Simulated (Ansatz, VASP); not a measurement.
# One calculation of WSe2, two programs

```
W Se
1.0
     3.31794    0.00000    0.00000
    -1.65897    2.87342    0.00000
     0.00000    0.00000   16.65814
W Se
1 2
Direct
  0.00000 0.00000 0.00000
  0.33333 0.66667 0.09979
  0.33333 0.66667 0.90021
```

Alike in both runs: task single point; functional LDA; k mesh 12 × 12 × 2; occupations gaussian, width 0.05 eV; no spin polarisation.

```csv
,VASP,Ansatz
version,VASP 6.6.1,Ansatz 0.2.0
potentials or method,"VASP PAW LDA potentials, release 64 (W_sv, Se), cutoff 520 eV","scalar-relativistic, plane waves, PAW"
valence electrons in the cell,26,46
```

VASP gave:

- gap on the k mesh at the Fermi level (eV): 1.52
- least direct gap on the mesh (eV): 1.52
- rms of the force components (eV/Å): 0.155

Problem. Estimate Ansatz's values.

Solution. gap on the k mesh at the Fermi level (eV): 1.51; least direct gap on the mesh (eV): 1.51; rms of the force components (eV/Å): 0.199.

LDA's correlation is that of Perdew and Zunger in VASP and of Perdew and Wang (1992) in Ansatz. Atom by atom the forces differ by 0.044 eV/Å (rms over components). VASP's potentials hold 26 valence electrons a cell and Ansatz's 46, so a difference there can come from the potentials and not from the codes.

Spin-orbit coupling is off throughout.
